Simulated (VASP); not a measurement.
## Li: relaxation of shape and atoms at fixed volume with PBE

Crystal: Li.

```
CELL_PARAMETERS angstrom
1.16884 -0.67483 3.84718
0.00000 1.34966 3.84718
-1.16884 -0.67483 3.84718
ATOMIC_POSITIONS crystal
Li 0.25000 0.25000 0.25000
Li 0.75000 0.75000 0.75000
```

```
Program                : VASP 6.6.1
Task                   : relaxation of shape and atoms at fixed volume
Functional             : PBE
Potentials or basis    : VASP PAW PBE potentials, release 64 (Li_sv)
Cutoff                 : 600 eV
k mesh                 : 13 × 13 × 13
Occupations            : fermi-dirac, width 0.08 eV
Spin                   : no spin polarisation
Dipole correction      : no
Further INCAR settings : ALGO = Normal; EDIFF = 1e-07; IBRION = 2; EDIFFG = -0.005; NSW = 50; ISIF = 4
```

```yaml
Energy_gained_by_relaxing: 0.5 meV/atom
Ionic_steps: 10
Pressure_after_relaxing: 41.6 GPa
Band_gap_on_the_k_mesh: zero (band 3 reaches 6.14 eV, above the bottom of band 4 at 1.02 eV)
```

Step by step:
```tsv
step	energy change (eV)	largest force (eV/Å)	pressure (GPa)	volume (Å³)
1	0.0000	0.0006	41.61	18.21
2	-0.0001	0.0002	41.61	18.21
3	-0.0003	0.0010	41.60	18.21
4	-0.0008	0.0034	41.59	18.21
5	-0.0005	0.0080	41.58	18.21
6	-0.0009	0.0048	41.59	18.21
7	-0.0009	0.0055	41.58	18.21
8	-0.0009	0.0054	41.58	18.21
9	-0.0009	0.0082	41.58	18.21
10	-0.0009	0.0000	41.58	18.21
```

Final structure:
```
Li
1.0
     1.15879   -0.66903    3.91418
     0.00000    1.33806    3.91418
    -1.15879   -0.66903    3.91418
Li
2
Direct
  0.25000 0.25000 0.25000
  0.75000 0.75000 0.75000
```

Levels at points of the mesh, in eV from the Fermi level:
| k point | band 1 | band 2 | band 3 | band 4 | band 5 | band 6 |
| --- | --- | --- | --- | --- | --- | --- |
| (0.00, 0.00, 0.00) | -45.76 | -45.48 | -4.08 | -0.90 | 6.59 | 22.52 |

It took 2.1 min on 1 thread of Intel(R) Xeon(R) 6975P-C (Granite Rapids), with other jobs on the host, peak memory 0.2 GiB.

Caveat: the cutoff is under 1.25 times the usual one of these potentials, so pressure, stress and relaxed cells hold a basis-set (Pulay) error.
